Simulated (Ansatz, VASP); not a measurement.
Al3GaAs4: VASP beside Ansatz

```xyz
8
Lattice="-4.0810 -0.0008 0.0005 -0.0008 0.0001 -5.6624 -0.0016 -8.1552 0.0000" Properties=species:S:1:pos:R:3 pbc="T T T"
Al   -0.0004    0.0005   -5.6624
Al   -2.0416   -6.1191   -2.8307
Al   -2.0421   -2.0374   -2.8305
Ga   -0.0010   -4.0772    0.0018
As   -0.0014   -2.0333   -1.4224
As   -2.0407   -0.0005   -4.2475
As   -0.0008   -6.1214   -1.4223
As   -2.0421   -4.0781   -4.2345
```

Change from the starting cell: cell x1, atoms moved at random (sigma 0.15 Å) and cell strained at random (1.5 %), then relaxed without symmetry.

Alike in both runs: functional PBE; k mesh 4 × 2 × 2; occupations gaussian, width 0.1 eV; no spin polarisation.

Ansatz relaxed the structure, and its values are those at the end. VASP's run is a single point on that final structure, the one shown.

|  | VASP | Ansatz |
| --- | --- | --- |
| version | VASP 6.6.1 | Ansatz 0.2.0 |
| potentials or method | VASP PAW PBE potentials, release 64 (Al, Ga_d, As), cutoff 520 eV | scalar-relativistic, plane waves, PAW |
| valence electrons in the cell | 42 | 82 |

```csv
,VASP,Ansatz,Ansatz less VASP
gap on the k mesh at the Fermi level (eV),1.25,1.25,-0.002
least direct gap on the mesh (eV),1.25,1.25,-0.002
pressure (GPa),0.2,0.0,-0.16
rms of the force components (eV/Å),0.003,0.003,+0.0001
```

VASP's potentials hold 42 valence electrons a cell and Ansatz's 82, so a difference there can come from the potentials and not from the codes.

The k mesh is coarse, so the values compare programs but aren't converged.
